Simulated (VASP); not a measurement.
Here is a VASP 6.6.1 calculation.

INCAR

```
ALGO = Normal
EDIFF = 1E-8
ENCUT = 460
GGA = PE
GGA_COMPAT = False
ISIF = 2
ISMEAR = -1
LASPH = True
LCHARG = False
LEFG = True
LREAL = False
LWAVE = False
NBANDS = 24
NELM = 120
PREC = Accurate
SIGMA = 0.05
```

The input KPOINTS:

```
k-points
0
Gamma
  10 10 10
```

The input POSCAR:

```
Rh
1.0
    0.0000000000      2.5993341490      2.5993341490
    2.5993341490      0.0000000000      2.5993341490
    2.5993341490      2.5993341490      0.0000000000
Rh
2
Direct
   -0.2825000000     -0.0725000000     -0.0725000000
    0.2825000000      0.0725000000      0.0725000000
```

Potentials or basis: VASP PAW PBE potentials, release 64 (Rh_sv_GW).

Launch:

```console
$ cat potpaw_PBE.64/Rh_sv_GW/POTCAR > POTCAR
$ mpirun -np 1 vasp_std > vasp.out
```

Question: Estimate the band gap on the k mesh.

Answer: Zero (bands 17 and 18 overlap by 2.16 eV).

Question: What does it give for the pressure?

Answer: 486.2 GPa.

Question: What does it give for the largest force?

Answer: 239.986 eV/Å.

Electric field gradients, principal values (V/Å²):
```csv
atom,least,middle,greatest (by size)
1 Rh,-281.591,-281.596,563.187
2 Rh,-281.591,-281.596,563.187
```

Caveat: the cell differs from its parent crystal (shortest bond scaled by 0.58); atoms lie so close that the PAW spheres overlap strongly, which falsifies energies and pressures; the cell stands under pressure; without QUAD_EFG the Cq values of the log hold for a quadrupole moment of 1 mb, not for the nuclei; forces of over 1 eV/Å act on the atoms, so gaps and moduli don't describe the material at rest.
